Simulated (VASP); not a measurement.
# Tb2Y2H: single point with PBE

Tb2Y2H:

```
CELL_PARAMETERS angstrom
5.60330 0.00000 0.00000
-2.80165 4.85260 0.00000
0.00000 0.00000 7.44551
ATOMIC_POSITIONS crystal
Tb 0.00000 0.00000 0.27849
Tb 0.00000 0.00000 0.72151
Y 0.33333 0.66667 0.50000
Y 0.66667 0.33333 0.50000
H 0.00000 0.00000 0.00000
```

The cell was generated, and may not be a known phase.

```
Program                : VASP 6.6.1
Task                   : single point
Functional             : PBE
Potentials or basis    : VASP PAW PBE potentials, release 64 (Tb_3, Y_sv, H), 4f in core
Cutoff                 : 500 eV
k mesh                 : 12 × 12 × 6
Occupations            : gaussian, width 0.1 eV
Spin                   : no spin polarisation
Dipole correction      : no
Further INCAR settings : ALGO = Normal; EDIFF = 1e-06; NBANDS = 28
```

- Pressure: 0.0 GPa
- Largest force: 0.014 eV/Å
- Band gap on the k mesh: zero (an odd number of electrons rules out a gap without spin polarisation)

Forces in eV/Å, atoms in the order of the input:
```
Tb   0.000  0.000  0.014
Tb   0.000  0.000 -0.014
Y    0.000  0.000  0.000
Y    0.000  0.000  0.000
H    0.000  0.000  0.000
```

Stress tensor (GPa, compression positive):
```
0.00 0.00 0.00
0.00 0.00 0.00
0.00 0.00 0.10
```

Levels at points of the mesh, in eV from the Fermi level:
| k point | band 18 | band 19 | band 20 | band 21 | band 22 | band 23 | band 24 | band 25 |
| --- | --- | --- | --- | --- | --- | --- | --- | --- |
| (0.00, 0.00, 0.00) | -0.53 | -0.53 | -0.37 | -0.18 | -0.18 | 0.55 | 0.55 | 2.41 |
| (0.50, 0.00, 0.00) | -0.90 | -0.75 | -0.14 | -0.13 | 0.34 | 0.90 | 1.22 | 1.39 |
| (0.00, 0.00, 0.50) | -0.46 | -0.46 | -0.25 | -0.25 | -0.07 | 0.65 | 0.65 | 2.31 |
| (0.50, 0.00, 0.50) | -1.03 | -0.84 | -0.04 | 0.13 | 0.31 | 0.75 | 1.26 | 1.28 |

Run time: 6.6 min on 1 thread of Intel(R) Xeon(R) Platinum 8488C (Sapphire Rapids) (shared host), peak memory 0.6 GiB.

Caveat: spin-orbit coupling is left out, which moves the levels of the heavy elements; the 4f electrons are frozen in the core, so they carry no moment and show no levels. Spin polarisation is off, so any magnetic state and its effect on volume and gap are missing.
